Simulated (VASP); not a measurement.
# TiAl (P-6m2) in VASP: notebook

TiAl is run at these levels: PBE; tasks: single point.

All numbers are computed with VASP 6.6.1; they aren't measurements. Logs are shortened: lines on timing, memory, paths and dates and some standing lists are left out, and cuts for length are marked.

## (1) The cell of the first run

It takes space group P-6m2 (No. 187, hexagonal). The conventional cell has a = 2.845 Å, b = 2.845 Å, c = 4.927 Å, α = 90.00°, β = 90.00°, γ = 120.00°. Ti (site symmetry -6m2) has 6 Ti at 2.85 Å and 6 Al at 2.96 Å within 3.7 Å. Within 3.7 Å of Al (site symmetry -6m2) lie 6 Al at 2.85 Å and 6 Ti at 2.96 Å.

## (2) Single point, PBE

The input, INCAR:

```
SYSTEM = TiAl
ALGO = Normal ; EDIFF = 1E-6
ENCUT = 520 ; GGA = PE
ISIF = 2 ; ISMEAR = 0
LASPH = .TRUE. ; LCHARG = .FALSE.
LREAL = .FALSE. ; LWAVE = .FALSE.
NBANDS = 14 ; NELM = 60
PREC = Accurate ; SIGMA = 0.15
```

The input, KPOINTS:

```
k-points
0
G
  18 18 10
  0 0 0
```

The input, POSCAR:

```
TiAl
1.0
    2.8450000000      0.0000000000      0.0000000000
   -1.4225000000      2.4638422738      0.0000000000
    0.0000000000      0.0000000000      4.9273000000
Ti Al
1 1
Direct
    0.0000000000      0.0000000000      0.0000000000
    0.3333333333      0.6666666667      0.5000000000
```

Potentials or basis: VASP PAW PBE potentials, release 64 (Ti_sv, Al).

Started as:

```
$ cat potpaw_PBE.64/Ti_sv/POTCAR potpaw_PBE.64/Al/POTCAR > POTCAR
$ mpirun -np 1 vasp_std > vasp.out
```

OUTCAR:

```text
SYSTEM = TiAl
   EDIFF = 1E-6
   ENCUT = 520
   GGA = PE
   ISIF = 2
   ISMEAR = 0
   LASPH = .TRUE.
   LREAL = .FALSE.
   NELM = 60
   PREC = Accurate

 ion  position               nearest neighbor table
   1  0.000  0.000  0.000-   2 2.96   2 2.96   2 2.96   2 2.96   2 2.96   2 2.96
   2  0.333  0.667  0.500-   1 2.96   1 2.96   1 2.96   1 2.96   1 2.96   1 2.96

  LATTYP: Found a hexagonal cell.
 ALAT       =     2.8450000000
 C/A-ratio  =     1.7319156415

  Lattice vectors:

 A1 = (   2.8450000000,   0.0000000000,   0.0000000000)
 A2 = (  -1.4225000000,   2.4638422738,   0.0000000000)
 A3 = (   0.0000000000,   0.0000000000,   4.9273000000)

Analysis of symmetry for initial positions (statically):
=====================================================================
 Subroutine PRICEL returns:
 Original cell was already a primitive cell.

 Routine SETGRP: Setting up the symmetry group for a
 hexagonal supercell.

 Subroutine GETGRP returns: Found 12 space group operations
 (whereof 12 operations were pure point group operations)
 out of a pool of 24 trial point group operations.

The static configuration has the point symmetry D_3h.

Analysis of symmetry for dynamics (positions and initial velocities):
=====================================================================
 Subroutine PRICEL returns:
 Original cell was already a primitive cell.

 Routine SETGRP: Setting up the symmetry group for a
 hexagonal supercell.

 Subroutine GETGRP returns: Found 12 space group operations
 (whereof 12 operations were pure point group operations)
 out of a pool of 24 trial point group operations.

The dynamic configuration has the point symmetry D_3h.

 Subroutine INISYM returns: Found 12 space group operations
 (whereof 12 operations are pure point group operations),
 and found     1 'primitive' translations

----------------------------------------------------------------------------------------

                                     Primitive cell

  volume of cell :      34.5386

  direct lattice vectors                    reciprocal lattice vectors
     2.845000000  0.000000000  0.000000000     0.351493849  0.202935068  0.000000000
    -1.422500000  2.463842274  0.000000000     0.000000000  0.405870137  0.000000000
     0.000000000  0.000000000  4.927300000     0.000000000  0.000000000  0.202950906

  length of vectors
     2.845000000  2.845000000  4.927300000     0.405870137  0.405870137  0.202950906

  position of ions in fractional coordinates (direct lattice)
     0.000000000  0.000000000  0.000000000
     0.333333333  0.666666667  0.500000000

  ion indices of the primitive-cell ions
   primitive index   ion index
                 1           1
                 2           2

----------------------------------------------------------------------------------------

 KPOINTS: k-points

Automatic generation of k-mesh.
 Grid dimensions read from file:
 generate k-points for:   18   18   10

 Generating k-lattice:

  Cartesian coordinates                     Fractional coordinates (reciprocal lattice)
     0.019527436  0.011274170  0.000000000     0.055555556  0.000000000  0.000000000
     0.000000000  0.022548341  0.000000000     0.000000000  0.055555556  0.000000000
     0.000000000  0.000000000  0.020295091     0.000000000  0.000000000  0.100000000

  Length of vectors
     0.022548341  0.022548341  0.020295091

  Shift w.r.t. Gamma in fractional coordinates (k-lattice)
     0.000000000  0.000000000  0.000000000

 Subroutine IBZKPT returns following result:
 ===========================================

 Found    222 irreducible k-points:

 Following reciprocal coordinates:
            Coordinates               Weight
  0.000000  0.000000  0.000000      1.000000
  0.055556 -0.000000  0.000000      6.000000
  0.111111 -0.000000  0.000000      6.000000
  0.166667 -0.000000  0.000000      6.000000
  0.222222 -0.000000  0.000000      6.000000
  0.277778  0.000000  0.000000      6.000000
[... 16 lines left out ...]
  0.333333  0.111111  0.000000     12.000000
  0.388889  0.111111  0.000000     12.000000
 [... further k-points ...]
   k-points           NKPTS =    222   k-points in BZ     NKDIM =    222   number of bands    NBANDS=     14
   number of dos      NEDOS =    301   number of ions     NIONS =      2
   total plane-waves  NPLWV =  23040
   dimension x,y,z NGX =    24 NGY =   24 NGZ =   40
   dimension x,y,z NGXF=    48 NGYF=   48 NGZF=   80
   ions per type =               1   1
   NGX,Y,Z   is equivalent  to a cutoff of  14.02, 14.02, 13.50 a.u.
   NGXF,Y,Z  is equivalent  to a cutoff of  28.05, 28.05, 26.99 a.u.
 SYSTEM =  TiAl
   PREC   = accura    normal or accurate (medium, high low for compatibility)
   ISTART =      0    job   : 0-new  1-cont  2-samecut
   ICHARG =      2    charge: 1-file 2-atom 10-const
   ISPIN  =      1    spin polarized calculation?
   LNONCOLLINEAR =      F non collinear calculations
   LSORBIT =      F    spin-orbit coupling
   LASPH  =      T    aspherical Exc in radial PAW
   ENCUT  =  520.0 eV  38.22 Ry    6.18 a.u.   5.29  5.29  9.16*2*pi/ulx,y,z
   NELM   =     60;   NELMIN=  2; NELMDL= -5     # of ELM steps
   EDIFF  = 0.1E-05   stopping-criterion for ELM
   LREAL  =      F    real-space projection
   EDIFFG = 0.1E-04   stopping-criterion for IOM
   NSW    =      0    number of steps for IOM
   IBRION =     -1    ionic relax: 0-MD 1-quasi-New 2-CG
   NFREE  =      0    steps in history (QN), initial steepest desc. (CG)
   ISIF   =      2    stress and relaxation
   ISYM   =      2    0-nonsym 1-usesym 2-fastsym
   POTIM  = 0.5000    time-step for ionic-motion
   TEBEG  =    0.0;   TEEND  =   0.0 temperature during run
   PSTRESS=    0.0 pullay stress
   NELECT =      15.0000    total number of electrons
   NUPDOWN=      -1.0000    fix difference up-down
   EMIN   =  10.00;   EMAX   =-10.00  energy-range for DOS
   EFERMI =   0.00;   METHOD = LEGACY
   ISMEAR =     0;   SIGMA  =   0.15  broadening in eV -4-tet -1-fermi 0-gaus
   EFERMI_NEDOS =   21; number of points for ismear=-14 and -15
   IALGO  =     38    algorithm
   IMIX   =      4    mixing-type and parameters
     AMIX     =   0.40;   BMIX     =  1.00
     AMIX_MAG =   1.60;   BMIX_MAG =  1.00
  volume/ion in A,a.u.               =      17.27       116.54
  Fermi-wavevector in a.u.,A,eV,Ry     =   1.239759  2.342804 20.912179  1.537002
  Thomas-Fermi vector in A             =   2.374228
   LORBIT       =      0    0 simple, 1 ext, 2 COOP (PROOUT), +10 PAW based schemes
   GGA     = PE    functional components
   LHFCALC =     F    Hartree Fock is set to
   AEXX    =    0.0000 exact exchange contribution
   IVDW    =     0    specifies the selected vdW correction
   LEPSILON=     F    determine dielectric tensor
   LRPA    =     F    only Hartree local field effects (RPA)
 non-spin polarized calculation
 Gauss-broadening in eV      SIGMA  =   0.15
  energy-cutoff  :      520.00
  volume of cell :       34.54
 maximum number of plane-waves:       943
 NGX is ok and might be reduce to    24
   NGX = 11   NGY = 11   NGZ = 19

 number of electron      15.0000002 magnetization

 Free energy of the ion-electron system (eV)
  ---------------------------------------------------
  ext. energy  EPLUGINS =         0.00000000
  ---------------------------------------------------
  free energy    TOTEN  =       -12.03161975 eV

  energy without entropy =      -12.00751555  energy(sigma->0) =      -12.01956765

 E-fermi :   7.5657     XC(G=0): -10.7748

 val. band max:        7.5594555795   @ k =   0.3333   0.2778   0.3000
 cond. band min:       7.5677283790   @ k =   0.3333   0.3333   0.2000
 fundamental gap:      0.0082727995
 Fermi energy:         7.5657482507

 k-point     1 :       0.0000    0.0000    0.0000
  band No.  band energies     occupation
      1     -49.0562      2.00000
      2     -25.3768      2.00000
      3     -24.9254      2.00000
      4     -24.9254      2.00000
      5      -1.3431      2.00000
      6       5.0217      2.00000
      7       5.2953      2.00000
      8       8.8100      0.00000
      9       8.8100      0.00000
     10      10.3530      0.00000
     11      10.3530      0.00000
     12      10.5975      0.00000
     13      20.7517      0.00000
     14      20.7517      0.00000

 k-point     2 :       0.0556   -0.0000    0.0000
  band No.  band energies     occupation
      1     -49.0531      2.00000
      2     -25.3738      2.00000
      3     -24.9444      2.00000
      4     -24.9297      2.00000
      5      -1.2655      2.00000
      6       5.1118      2.00000
      7       5.3187      2.00000
      8       8.7372      0.00000
      9       8.8741      0.00000
     10      10.3322      0.00000
     11      10.3502      0.00000
     12      10.6206      0.00000
     13      19.3299      0.00000
     14      19.9257      0.00000

 k-point     3 :       0.1111   -0.0000    0.0000
  band No.  band energies     occupation
      1     -49.0442      2.00000
      2     -25.3653      2.00000
      3     -24.9990      2.00000
      4     -24.9420      2.00000
      5      -1.0340      2.00000
      6       5.3716      2.00000
      7       5.3863      2.00000
      8       8.5391      0.00000
      9       9.0624      0.00000
     10      10.2730      0.00000
     11      10.3483      0.00000
     12      10.6868      0.00000
     13      17.4031      0.00000
     14      18.9847      0.00000
[... 324 lines left out ...]
 k-point    23 :       0.3333    0.1111    0.0000
  band No.  band energies     occupation
      1     -48.9616      2.00000
      2     -25.4530      2.00000
      3     -25.2864      2.00000
      4     -25.0914      2.00000
      5       2.4707      2.00000
      6       6.0867      2.00000
      7       6.4396      2.00000
      8       7.1878      1.99963
      9       9.3048      0.00000
     10      10.1985      0.00000
     11      11.3142      0.00000
     12      11.4740      0.00000
     13      12.4702      0.00000
     14      13.8306      0.00000

 k-point    24 :       0.3889    0.1111    0.0000
  band No.  band energies     occupation
      1     -48.9531      2.00000
      2     -25.4975      2.00000
      3     -25.2784      2.00000
      4     -25.1070      2.00000
      5       3.4658      2.00000
      6       5.7615      2.00000
      7       6.1727      2.00000
      8       6.7639      2.00000
      9       9.1803      0.00000
     10      10.4352      0.00000
     11      11.2641      0.00000
     12      11.8220      0.00000
     13      12.8948      0.00000
     14      13.8317      0.00000

 [... further k-points ...]
[... 5 lines left out ...]
  --------------------------------------------------------------------------------------
  -------------------------------------------------------------------------------------
  Total       -0.0246968     -0.0246968     -2.2863193      0.0000000      0.0000000      0.0000000
  in kB       -1.1456382     -1.1456382   -106.0579640      0.0000000      0.0000000      0.0000000
  external PRESSURE =     -36.1164135 kB  Pullay stress =       0.0000000 kB

 VOLUME and BASIS-vectors are now :
 -----------------------------------------------------------------------------
  energy-cutoff  :      520.00
  volume of cell :       34.54
      direct lattice vectors                 reciprocal lattice vectors
     2.845000000  0.000000000  0.000000000     0.351493849  0.202935068  0.000000000
    -1.422500000  2.463842274  0.000000000     0.000000000  0.405870137  0.000000000
     0.000000000  0.000000000  4.927300000     0.000000000  0.000000000  0.202950906

 POSITION                                       TOTAL-FORCE (eV/Angst)
 -----------------------------------------------------------------------------------
      0.00000      0.00000      0.00000         0.000000     -0.000000      0.000000
     -0.00000      1.64256      2.46365         0.000000      0.000000      0.000000
 -----------------------------------------------------------------------------------
    total drift:                                0.000000     -0.000000      0.000000

  FREE ENERGIE OF THE ION-ELECTRON SYSTEM (eV)
  ---------------------------------------------------
  free  energy   TOTEN  =       -12.0316197490 eV

  energy  without entropy=      -12.0075155509  energy(sigma->0) =      -12.01956765
```

It took 37 s on 1 thread of Intel Xeon 6975P-C (Granite Rapids), shared host; peak memory 0.24 GiB.

Results:

```
Free energy : -12.0316 eV
Pressure    : -3.6 GPa
```

## (3) Single point, PBE

This run uses another cell than the first one, of 17.21 Å³/atom, 0.996 times its volume.

The input, INCAR:

```
SYSTEM = TiAl
PREC = Accurate
ENCUT = 520
EDIFF = 1E-7
ISMEAR = 0
SIGMA = 0.15
LREAL = .False.
LASPH = .True.
NELM = 80
ALGO = Normal
ISIF = 2
LWAVE = .False.
LCHARG = .False.
GGA = PE
NBANDS = 14
```

The input, KPOINTS:

```
regular mesh
0
Gamma
  18 18 10
  0 0 0
```

The input, POSCAR:

```
TiAl
1.0
    2.8809683428      0.0000000000      0.0000000000
   -1.4404841714      2.4949917724      0.0000000000
    0.0000000000      0.0000000000      4.7879000000
Ti Al
1 1
Direct
    0.0000000000      0.0000000000      0.0000000000
    0.3333333333      0.6666666667      0.5000000000
```

Potentials or basis: VASP PAW PBE potentials, release 64 (Ti_sv, Al).

Started as:

```
$ cat potpaw_PBE.64/Ti_sv/POTCAR potpaw_PBE.64/Al/POTCAR > POTCAR
$ mpirun -np 1 vasp_std > vasp.out
```

Wall time 35 s (1 thread of Intel Xeon 6975P-C (Granite Rapids), shared host); peak memory 0.24 GiB.

The run converged. Its results:

| Quantity | Value |
| --- | --- |
| Free energy | -12.0782 eV |
| Pressure | -3.2 GPa |

Stress tensor (GPa, compression positive):
```
-1.75  0.00  0.00
 0.00 -1.75  0.00
 0.00  0.00 -6.22
```

Levels at points of the mesh, in eV from the Fermi level:
| k point | band 3 | band 4 | band 5 | band 6 | band 7 | band 8 | band 9 | band 10 | band 11 | band 12 |
| --- | --- | --- | --- | --- | --- | --- | --- | --- | --- | --- |
| (0.00, 0.00, 0.00) | -32.51 | -32.51 | -8.82 | -2.35 | -1.96 | 1.24 | 1.24 | 2.70 | 2.70 | 3.52 |
| (0.50, 0.00, 0.00) | -32.83 | -32.64 | -3.60 | -2.78 | -1.47 | -0.97 | 2.07 | 3.81 | 3.83 | 3.97 |
| (0.00, 0.00, 0.50) | -32.51 | -32.51 | -8.01 | -5.23 | -0.51 | 1.25 | 1.25 | 2.64 | 2.64 | 6.35 |
| (0.50, 0.00, 0.50) | -32.83 | -32.64 | -3.54 | -2.41 | -1.78 | 0.50 | 0.91 | 1.90 | 2.66 | 3.83 |

(Continued in part 2 of 2.)
